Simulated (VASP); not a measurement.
Here is a VASP 6.6.1 calculation.

Contents of POSCAR:

```
SnO2
1.0
    1.6170930752      0.9336291223      4.8005925840
   -1.6170930752      0.9336291223      4.8005925840
    0.0000000000     -1.8672582446      4.8005925840
Sn O
1 2
Direct
    0.4907257123      0.4907257123      0.5260119722
    0.2371700000      0.2371700000      0.2371700000
    0.7628300000      0.7628300000      0.7628300000
```

The input INCAR.step1:

```
SYSTEM = SnO2
  ALGO = Normal
  EDIFF = 1E-4
  ENCUT = 520
  GGA = PE
  ISMEAR = 0
  LASPH = .TRUE.
  LCHARG = .FALSE.
  LREAL = .FALSE.
  LWAVE = .TRUE.
  NBANDS = 20
  NELM = 60
  PREC = Accurate
  SIGMA = 0.05
```

Contents of INCAR.step2:

```
SYSTEM = SnO2
  ALGO = Normal
  EDIFF = 1E-7
  ENCUT = 520
  ISIF = 2
  ISMEAR = 0
  ISTART = 1
  LASPH = .TRUE.
  LCHARG = .FALSE.
  LMIXTAU = .TRUE.
  LREAL = .FALSE.
  LWAVE = .FALSE.
  METAGGA = R2SCAN
  NBANDS = 20
  NELM = 60
  PREC = Accurate
  SIGMA = 0.05
```

File KPOINTS:

```
k-points
0
G
  12 12 12
  0 0 0
```

Potentials or basis: VASP PAW PBE potentials, release 64 (Sn_d, O).

The run is started by

```console
$ cat potpaw_PBE.64/Sn_d/POTCAR potpaw_PBE.64/O/POTCAR > POTCAR
$ cp INCAR.step1 INCAR
$ mpirun -np 1 vasp_std > vasp.out
$ cp INCAR.step2 INCAR
$ mpirun -np 1 vasp_std > vasp.out
```

(1) What does it give for the largest force?

(2) Predict the band gap on the k mesh.

(3) What does it give for the pressure?

## Answers

(1) 1.165 eV/Å.

(2) 2.42 eV (least direct gap 2.53 eV).

(3) -5.7 GPa.

Caveat: the cell differs from its parent crystal (all Sn atoms moved +0.075 Å, as atom 1 towards its neighbour atom 2 (O) at 2.125 Å); the cell stands under tension; the PAW data sets were made with another functional, which shifts forces and pressure a little; spin-orbit coupling is left out, which moves the levels of the heavy elements.
